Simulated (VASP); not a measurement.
Here is a VASP 6.6.1 calculation.

The input INCAR:

```
SYSTEM = YN
  ALGO = Normal
  EDIFF = 1E-6
  ENCUT = 600
  GGA = PE
  GGA_COMPAT = .False.
  ISIF = 2
  ISMEAR = 0
  LASPH = .True.
  LCHARG = .False.
  LREAL = .False.
  LWAVE = .False.
  NBANDS = 15
  NELM = 120
  PREC = Accurate
  SIGMA = 0.01
```

The input KPOINTS:

```
k-points
0
Gamma
  12 12 12
  0 0 0
```

The input POSCAR:

```
YN
1.0
    0.0000000000      2.4530411939      2.4530411939
    2.4530411939      0.0000000000      2.4530411939
    2.4530411939      2.4530411939      0.0000000000
Y N
1 1
Direct
    0.0000000000      0.0000000000      0.0000000000
    0.5000000000      0.5000000000      0.5000000000
```

Potentials or basis: VASP PAW PBE potentials, release 64 (Y_sv, N).

Command:

```console
$ cat potpaw_PBE.64/Y_sv/POTCAR potpaw_PBE.64/N/POTCAR > POTCAR
$ mpirun -np 1 vasp_std > vasp.out
```

Predict the pressure.

-0.3 GPa.

What does it give for the band gap on the k mesh?

0.21 eV (least direct gap 0.60 eV).

A k mesh can miss the band edges.
